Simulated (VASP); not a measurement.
Write the native input for VASP 6.6.1 that does the following.

| Property | Result |
| --- | --- |
| Task | single point |
| Functional | PBEsol |
| Potentials or basis | VASP PAW PBE potentials, release 64 (Pb_d, Te) |
| Cutoff | 520 eV |
| k mesh | 11 × 11 × 11 |
| Occupations | gaussian, width 0.02 eV |
| Spin | no spin polarisation |
| Dipole correction | no |
| Further INCAR settings | ALGO = Normal; EDIFF = 1e-06; NBANDS = 17 |

The structure of TePb lies in POSCAR:

```
TePb
1.0
    0.0000000000      3.2629921796      3.2629921796
    3.2629921796      0.0000000000      3.2629921796
    3.2629921796      3.2629921796      0.0000000000
Pb Te
1 1
Direct
    0.0000000000      0.0000000000      0.0000000000
    0.5000000000      0.5000000000      0.5000000000
```

These files were run (other wordings do the same):

INCAR

```
SYSTEM = TePb
PREC = Accurate
ENCUT = 520
EDIFF = 1E-6
ISMEAR = 0
SIGMA = 0.02
LREAL = .FALSE.
LASPH = .TRUE.
NELM = 80
ALGO = Normal
ISIF = 2
LWAVE = .FALSE.
LCHARG = .FALSE.
GGA = PS
NBANDS = 17
```

KPOINTS

```
regular mesh
0
G
  11 11 11
  0 0 0
```

Potentials or basis: VASP PAW PBE potentials, release 64 (Pb_d, Te).

Run with:

```console
$ cat potpaw_PBE.64/Pb_d/POTCAR potpaw_PBE.64/Te/POTCAR > POTCAR
$ mpirun -np 1 vasp_std > vasp.out
```

It gave:

```json
{
  "Pressure": "-1.6 GPa"
}
```

Caveat: the PAW data sets were made with another functional, which shifts forces and pressure a little.

Run time: 27 s on 1 thread of Intel(R) Xeon(R) 6975P-C (Granite Rapids) (shared host), peak memory 0.24 GiB.
